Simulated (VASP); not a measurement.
# Pd (Fm-3m) in VASP: further runs

Aim: see how the results for Pd move with the level of theory and the settings. Levels: PBE, RPBE+D3(BJ), revPBE+D4. Tasks: single point, relaxation of cell and atoms.

Program: VASP 6.6.1. These are calculated values, not measurements. Logs are shortened: lines on timing, memory, paths and dates and some standing lists are left out, and cuts for length are marked.

### Step 1. The cell of the first run

It takes space group Fm-3m (No. 225, cubic). The conventional cell has a = 3.893 Å, b = 3.893 Å, c = 3.893 Å, α = 90.00°, β = 90.00°, γ = 90.00°. Within 3.6 Å of Pd (site symmetry m-3m) lie 12 Pd at 2.75 Å.

### Step 2. Single point, PBE

The input, INCAR:

```
PREC = Accurate
ENCUT = 520
EDIFF = 1E-6
ISMEAR = -1
SIGMA = 0.06
LREAL = F
LASPH = T
NELM = 80
ALGO = Fast
ISIF = 2
LWAVE = F
LCHARG = F
GGA = PE
NBANDS = 11
```

The input, KPOINTS:

```
Automatic mesh
0
Gamma
  6 6 6
```

The input, POSCAR:

```
Pd
1.0
    0.0000000000      1.9465000000      1.9465000000
    1.9465000000      0.0000000000      1.9465000000
    1.9465000000      1.9465000000      0.0000000000
Pd
1
Direct
    0.0000000000      0.0000000000      0.0000000000
```

Potentials or basis: VASP PAW PBE potentials, release 64 (Pd).

The run is started by

```
$ cat potpaw_PBE.64/Pd/POTCAR > POTCAR
$ mpirun -np 1 vasp_std > vasp.out
```

OUTCAR:

```text
PREC = Accurate
   ENCUT = 520
   EDIFF = 1E-6
   ISMEAR = -1
   LREAL = F
   LASPH = T
   NELM = 80
   ISIF = 2
   GGA = PE

 ion  position               nearest neighbor table
   1  0.000  0.000  0.000-

  LATTYP: Found a face centered cubic cell.
 ALAT       =     3.8930000000

  Lattice vectors:

 A1 = (   0.0000000000,   1.9465000000,   1.9465000000)
 A2 = (   1.9465000000,   0.0000000000,   1.9465000000)
 A3 = (   1.9465000000,   1.9465000000,   0.0000000000)

Analysis of symmetry for initial positions (statically):
[... 33 lines left out ...]
                                     Primitive cell

  volume of cell :      14.7500

  direct lattice vectors                    reciprocal lattice vectors
     0.000000000  1.946500000  1.946500000    -0.256871307  0.256871307  0.256871307
     1.946500000  0.000000000  1.946500000     0.256871307 -0.256871307  0.256871307
     1.946500000  1.946500000  0.000000000     0.256871307  0.256871307 -0.256871307

  length of vectors
     2.752766699  2.752766699  2.752766699     0.444914156  0.444914156  0.444914156

  position of ions in fractional coordinates (direct lattice)
     0.000000000  0.000000000  0.000000000

  ion indices of the primitive-cell ions
   primitive index   ion index
                 1           1

----------------------------------------------------------------------------------------

 KPOINTS: Automatic mesh

Automatic generation of k-mesh.
 Grid dimensions read from file:
 generate k-points for:    6    6    6

 Generating k-lattice:

  Cartesian coordinates                     Fractional coordinates (reciprocal lattice)
    -0.042811885  0.042811885  0.042811885     0.166666667  0.000000000  0.000000000
     0.042811885 -0.042811885  0.042811885     0.000000000  0.166666667  0.000000000
     0.042811885  0.042811885 -0.042811885     0.000000000  0.000000000  0.166666667

  Length of vectors
     0.074152359  0.074152359  0.074152359

  Shift w.r.t. Gamma in fractional coordinates (k-lattice)
     0.000000000  0.000000000  0.000000000

 Subroutine IBZKPT returns following result:
 ===========================================

 Found     16 irreducible k-points:

 Following reciprocal coordinates:
            Coordinates               Weight
  0.000000  0.000000  0.000000      1.000000
  0.166667  0.000000  0.000000      8.000000
  0.333333  0.000000  0.000000      8.000000
  0.500000  0.000000  0.000000      4.000000
  0.166667  0.166667  0.000000      6.000000
  0.333333  0.166667  0.000000     24.000000
  0.500000  0.166667  0.000000     24.000000
 -0.333333  0.166667  0.000000     24.000000
 -0.166667  0.166667  0.000000     12.000000
  0.333333  0.333333  0.000000      6.000000
  0.500000  0.333333  0.000000     24.000000
 -0.333333  0.333333  0.000000     12.000000
  0.500000  0.500000  0.000000      3.000000
  0.500000  0.333333  0.166667     24.000000
 -0.333333  0.333333  0.166667     24.000000
 -0.333333  0.500000  0.166667     12.000000
   k-points           NKPTS =     16   k-points in BZ     NKDIM =     16   number of bands    NBANDS=     11
   number of dos      NEDOS =    301   number of ions     NIONS =      1
   total plane-waves  NPLWV =   8000
   dimension x,y,z NGX =    20 NGY =   20 NGZ =   20
   dimension x,y,z NGXF=    40 NGYF=   40 NGZF=   40
   ions per type =               1
   NGX,Y,Z   is equivalent  to a cutoff of  12.08, 12.08, 12.08 a.u.
   NGXF,Y,Z  is equivalent  to a cutoff of  24.16, 24.16, 24.16 a.u.
 SYSTEM =  unknown system
   PREC   = accura    normal or accurate (medium, high low for compatibility)
   ISTART =      0    job   : 0-new  1-cont  2-samecut
   ICHARG =      2    charge: 1-file 2-atom 10-const
   ISPIN  =      1    spin polarized calculation?
   LNONCOLLINEAR =      F non collinear calculations
   LSORBIT =      F    spin-orbit coupling
   LASPH  =      T    aspherical Exc in radial PAW
   ENCUT  =  520.0 eV  38.22 Ry    6.18 a.u.   5.12  5.12  5.12*2*pi/ulx,y,z
   NELM   =     80;   NELMIN=  2; NELMDL= -5     # of ELM steps
   EDIFF  = 0.1E-05   stopping-criterion for ELM
   LREAL  =      F    real-space projection
   EDIFFG = 0.1E-04   stopping-criterion for IOM
   NSW    =      0    number of steps for IOM
   IBRION =     -1    ionic relax: 0-MD 1-quasi-New 2-CG
   NFREE  =      0    steps in history (QN), initial steepest desc. (CG)
   ISIF   =      2    stress and relaxation
   ISYM   =      2    0-nonsym 1-usesym 2-fastsym
   POTIM  = 0.5000    time-step for ionic-motion
   TEBEG  =    0.0;   TEEND  =   0.0 temperature during run
   PSTRESS=    0.0 pullay stress
   NELECT =      10.0000    total number of electrons
   NUPDOWN=      -1.0000    fix difference up-down
   EMIN   =  10.00;   EMAX   =-10.00  energy-range for DOS
   EFERMI =   0.00;   METHOD = LEGACY
   ISMEAR =    -1;   SIGMA  =   0.06  broadening in eV -4-tet -1-fermi 0-gaus
   EFERMI_NEDOS =   21; number of points for ismear=-14 and -15
   IALGO  =     68    algorithm
   IMIX   =      4    mixing-type and parameters
     AMIX     =   0.40;   BMIX     =  1.00
     AMIX_MAG =   1.60;   BMIX_MAG =  1.00
  volume/ion in A,a.u.               =      14.75        99.54
  Fermi-wavevector in a.u.,A,eV,Ry     =   1.438171  2.717748 28.141404  2.068335
  Thomas-Fermi vector in A             =   2.557167
   LORBIT       =      0    0 simple, 1 ext, 2 COOP (PROOUT), +10 PAW based schemes
   GGA     = PE    functional components
   LHFCALC =     F    Hartree Fock is set to
   AEXX    =    0.0000 exact exchange contribution
   IVDW    =     0    specifies the selected vdW correction
   LEPSILON=     F    determine dielectric tensor
   LRPA    =     F    only Hartree local field effects (RPA)
 non-spin polarized calculation
 RMM-DIIS sequential band-by-band and
  energy-cutoff  :      520.00
  volume of cell :       14.75
 maximum number of plane-waves:       411
   NGX = 11   NGY = 11   NGZ = 11

 number of electron      10.0000000 magnetization

 number of electron       9.9999999 magnetization

 Free energy of the ion-electron system (eV)
  ---------------------------------------------------
  ext. energy  EPLUGINS =         0.00000000
  ---------------------------------------------------
  free energy    TOTEN  =        -5.22892010 eV

  energy without entropy =       -5.20302765  energy(sigma->0) =       -5.21597387

 E-fermi :   9.6724     XC(G=0): -13.2010

 val. band max:        9.6641311122   @ k =   0.5000   0.0000   0.0000
 cond. band min:       9.7068072016   @ k =   0.5000   0.1667   0.0000
 fundamental gap:      0.0426760894
 Fermi energy:         9.6724171287

 k-point     1 :       0.0000    0.0000    0.0000
  band No.  band energies     occupation
      1       2.6416      2.00000
      2       6.8679      2.00000
      3       6.8679      2.00000
      4       6.8679      2.00000
      5       8.4678      2.00000
      6       8.4678      2.00000
      7      26.9827      0.00000
      8      31.7558      0.00000
      9      31.7558      0.00000
     10      31.7558      0.00000
     11      37.0245      0.00000

 k-point     2 :       0.1667    0.0000    0.0000
  band No.  band energies     occupation
      1       3.5671      2.00000
      2       6.6400      2.00000
      3       7.1233      2.00000
      4       7.1233      2.00000
      5       8.4045      2.00000
      6       8.4045      2.00000
      7      27.0299      0.00000
      8      28.2941      0.00000
      9      32.7794      0.00000
     10      32.7794      0.00000
     11      36.1078      0.00000

 k-point     3 :       0.3333    0.0000    0.0000
  band No.  band energies     occupation
      1       4.5538      2.00000
      2       7.0234      2.00000
      3       7.0234      2.00000
      4       8.0336      2.00000
      5       9.0696      1.99991
      6       9.0696      1.99991
      7      21.2153      0.00000
      8      27.2803      0.00000
      9      32.5723      0.00000
     10      32.5723      0.00000
     11      36.1676      0.00000

 k-point     4 :       0.5000    0.0000    0.0000
  band No.  band energies     occupation
      1       4.4403      2.00000
      2       6.8218      2.00000
      3       6.8218      2.00000
      4       9.6641      1.06894
      5       9.6641      1.06894
      6      10.7970      0.00000
      7      17.0543      0.00000
      8      26.3443      0.00000
      9      30.8798      0.00000
     10      30.8798      0.00000
     11      37.1207      0.00000

 k-point     5 :       0.1667    0.1667    0.0000
  band No.  band energies     occupation
      1       3.8779      2.00000
      2       6.2213      2.00000
      3       7.4612      2.00000
      4       7.4612      2.00000
      5       7.8775      2.00000
      6       8.7414      2.00000
      7      28.2885      0.00000
      8      29.3002      0.00000
      9      30.2452      0.00000
     10      30.2452      0.00000
     11      36.7470      0.00000

 k-point     6 :       0.3333    0.1667    0.0000
  band No.  band energies     occupation
      1       5.0166      2.00000
      2       6.0859      2.00000
      3       7.0547      2.00000
      4       7.7081      2.00000
      5       9.2761      1.99730
      6       9.3193      1.99446
      7      23.7420      0.00000
      8      28.0219      0.00000
      9      28.6826      0.00000
     10      30.8676      0.00000
     11      36.0371      0.00000

 k-point     7 :       0.5000    0.1667    0.0000
  band No.  band energies     occupation
      1       4.9947      2.00000
      2       6.3943      2.00000
      3       7.4249      2.00000
      4       7.5903      2.00000
      5       9.7068      0.72101
      6      12.8120      0.00000
      7      17.8437      0.00000
      8      26.1811      0.00000
      9      28.6090      0.00000
     10      29.1388      0.00000
     11      36.1175      0.00000

 k-point     8 :      -0.3333    0.1667    0.0000
  band No.  band energies     occupation
      1       5.1899      2.00000
      2       6.5469      2.00000
      3       7.4001      2.00000
      4       7.4037      2.00000
      5       8.9014      1.99999
      6      11.9223      0.00000
      7      19.7345      0.00000
      8      25.4087      0.00000
      9      28.8887      0.00000
     10      31.4616      0.00000
     11      35.8287      0.00000

 k-point     9 :      -0.1667    0.1667    0.0000
  band No.  band energies     occupation
      1       4.8180      2.00000
      2       6.2335      2.00000
      3       7.1494      2.00000
      4       7.6401      2.00000
      5       7.8649      2.00000
      6       9.5114      1.87217
      7      25.4664      0.00000
      8      26.3658      0.00000
      9      31.6098      0.00000
     10      31.9267      0.00000
     11      35.1629      0.00000

 k-point    10 :       0.3333    0.3333    0.0000
  band No.  band energies     occupation
      1       4.8420      2.00000
      2       5.1081      2.00000
      3       8.9574      1.99999
      4       8.9574      1.99999
      5       9.3237      1.99403
      6       9.4119      1.97431
      7      25.4583      0.00000
      8      25.4583      0.00000
      9      25.6302      0.00000
     10      30.5032      0.00000
     11      31.3605      0.00000

 k-point    11 :       0.5000    0.3333    0.0000
  band No.  band energies     occupation
      1       4.8157      2.00000
      2       5.1903      2.00000
      3       8.2715      2.00000
      4       8.8502      2.00000
      5       9.8090      0.18606
      6      13.5887      0.00000
      7      20.5488      0.00000
      8      22.5410      0.00000
      9      24.8159      0.00000
     10      30.5592      0.00000
     11      34.9209      0.00000

 k-point    12 :      -0.3333    0.3333    0.0000
  band No.  band energies     occupation
      1       5.3555      2.00000
      2       6.1056      2.00000
      3       7.0503      2.00000
      4       8.3273      2.00000
      5       9.2055      1.99917
      6      15.7510      0.00000
      7      18.7107      0.00000
      8      20.7786      0.00000
      9      27.4700      0.00000
     10      29.5991      0.00000
     11      35.9937      0.00000

 k-point    13 :       0.5000    0.5000    0.0000
  band No.  band energies     occupation
      1       4.3414      2.00000
      2       4.6179      2.00000
      3       9.6350      1.30228
      4       9.9777      0.01226
      5       9.9777      0.01226
      6      13.1261      0.00000
      7      20.5118      0.00000
      8      22.9862      0.00000
      9      22.9862      0.00000
     10      31.3422      0.00000
     11      31.4131      0.00000

 k-point    14 :       0.5000    0.3333    0.1667
  band No.  band energies     occupation
      1       5.6917      2.00000
      2       5.7065      2.00000
      3       6.6956      2.00000
      4       8.6390      2.00000
      5       8.9442      1.99999
      6      12.2982      0.00000
      7      22.5418      0.00000
      8      22.8216      0.00000
      9      26.1357      0.00000
     10      33.2115      0.00000
     11      34.2320      0.00000

 k-point    15 :      -0.3333    0.3333    0.1667
  band No.  band energies     occupation
      1       5.7411      2.00000
      2       5.8334      2.00000
      3       6.7555      2.00000
      4       8.1922      2.00000
      5       9.5803      1.64537
      6      16.1987      0.00000
      7      17.3961      0.00000
      8      23.4305      0.00000
      9      23.9043      0.00000
     10      32.5081      0.00000
     11      36.0952      0.00000

 k-point    16 :      -0.3333    0.5000    0.1667
  band No.  band energies     occupation
      1       5.0646      2.00000
      2       5.3928      2.00000
      3       7.6010      2.00000
      4       8.7677      2.00000
      5       9.9793      0.01194
      6      16.3945      0.00000
      7      20.2680      0.00000
      8      20.7735      0.00000
      9      21.6392      0.00000
     10      33.3593      0.00000
     11      35.9048      0.00000

------------------------ aborting loop because EDIFF is reached ----------------------------------------

  FORCE on cell =-STRESS in cart. coord.  units (eV):
  Direction    XX          YY          ZZ          XY          YZ          ZX
  --------------------------------------------------------------------------------------
  -------------------------------------------------------------------------------------
  Total        0.5109361      0.5109361      0.5109361      0.0000000     -0.0000000     -0.0000000
  in kB       55.4988494     55.4988494     55.4988494      0.0000000     -0.0000000     -0.0000000
  external PRESSURE =      55.4988494 kB  Pullay stress =       0.0000000 kB

 VOLUME and BASIS-vectors are now :
 -----------------------------------------------------------------------------
  energy-cutoff  :      520.00
  volume of cell :       14.75
      direct lattice vectors                 reciprocal lattice vectors
     0.000000000  1.946500000  1.946500000    -0.256871307  0.256871307  0.256871307
     1.946500000  0.000000000  1.946500000     0.256871307 -0.256871307  0.256871307
     1.946500000  1.946500000  0.000000000     0.256871307  0.256871307 -0.256871307

 POSITION                                       TOTAL-FORCE (eV/Angst)
 -----------------------------------------------------------------------------------
      0.00000      0.00000      0.00000         0.000000      0.000000      0.000000
 -----------------------------------------------------------------------------------
    total drift:                                0.000000      0.000000      0.000000

  FREE ENERGIE OF THE ION-ELECTRON SYSTEM (eV)
  ---------------------------------------------------
  free  energy   TOTEN  =        -5.2289200962 eV

  energy  without entropy=       -5.2030276520  energy(sigma->0) =       -5.21597387
```

Run time: 6.6 s. Hardware: 1 thread of Intel Xeon 8259CL, shared host; peak memory 0.12 GiB.

Results:

```
Free energy            : -5.2289 eV
Pressure               : 5.5 GPa
Band gap on the k mesh : zero (band 5 reaches 9.98 eV, above the bottom of band 6 at 8.40 eV)
```

Caveat: the k points lie up to 0.47 Å⁻¹ apart.

(Continued in part 2 of 2.)
